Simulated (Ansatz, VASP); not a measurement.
# One calculation of FeSi, two programs

```xyz
8
Lattice="4.3572 0.0000 0.0000 0.0000 4.3572 0.0000 0.0000 0.0000 4.3572" Properties=species:S:1:pos:R:3 pbc="T T T"
Fe    0.6036    0.6036    0.6036
Fe    1.5750    3.7536    2.7822
Fe    2.7822    1.5750    3.7536
Fe    3.7536    2.7822    1.5750
Si    3.6681    3.6681    3.6681
Si    2.8676    0.6891    1.4895
Si    1.4895    2.8676    0.6891
Si    0.6891    1.4895    2.8676
```

Alike in both runs: functional PBE; k mesh 8 × 8 × 8; occupations gaussian, width 0.01 eV; no spin polarisation.

Ansatz relaxed the structure, and its values are those at the end. VASP's run is a single point on that final structure, the one shown.

|  | VASP | Ansatz |
| --- | --- | --- |
| version | VASP 6.6.1 | Ansatz 0.2.0 |
| potentials or method | VASP PAW PBE potentials, release 64 (Fe, Si), cutoff 520 eV | scalar-relativistic, plane waves, PAW |
| valence electrons in the cell | 48 | 80 |

```csv
,VASP,Ansatz,Ansatz less VASP
gap on the k mesh at the Fermi level (eV),0.16,0.16,+0.006
least direct gap on the mesh (eV),0.17,0.18,+0.004
pressure (GPa),15.9,15.6,-0.28
rms of the force components (eV/Å),0.016,0.001,-0.0146
```

VASP's potentials hold 48 valence electrons a cell and Ansatz's 80, so a difference there can come from the potentials and not from the codes. Ansatz's warnings: stress scf threshold loose.
